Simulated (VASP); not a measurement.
The system is CuO.

```
Cu O
1.0
     2.32613   -1.69981    0.00000
     2.32613    1.69981    0.00000
    -0.84432    0.00000    5.02392
Cu O
2 2
Direct
  0.50000 0.00000 0.50000
  0.00000 0.50000 0.00000
  0.41840 0.58160 0.75000
  0.58160 0.41840 0.25000
```

Base run:

| Item | Value |
| --- | --- |
| Program | VASP 6.6.1 |
| Functional | BLYP |
| Dispersion | D3(BJ) |
| Potentials or basis | VASP PAW PBE potentials, release 64 (Cu, O) |
| Cutoff | 520 eV |
| k mesh | 10 × 10 × 5 |
| Occupations | fermi-dirac, width 0.05 eV |
| Spin | no spin polarisation |

Its results: band gap on the k mesh zero (bands 17 and 18 overlap by 0.59 eV); pressure 7.6 GPa; largest force 0.110 eV/Å.

Task: The run is repeated on the same cell with these changes: functional from BLYP to revPBE. What comes out?

Result: Band gap on the k mesh zero (bands 17 and 18 overlap by 0.60 eV); pressure 5.4 GPa; largest force 0.103 eV/Å.

Caveats: the cell stands under pressure; the PAW data sets were made with another functional, which shifts forces and pressure a little; semilocal functionals often make such compounds metallic where correlation or magnetic order opens a gap, which also shifts bond lengths.
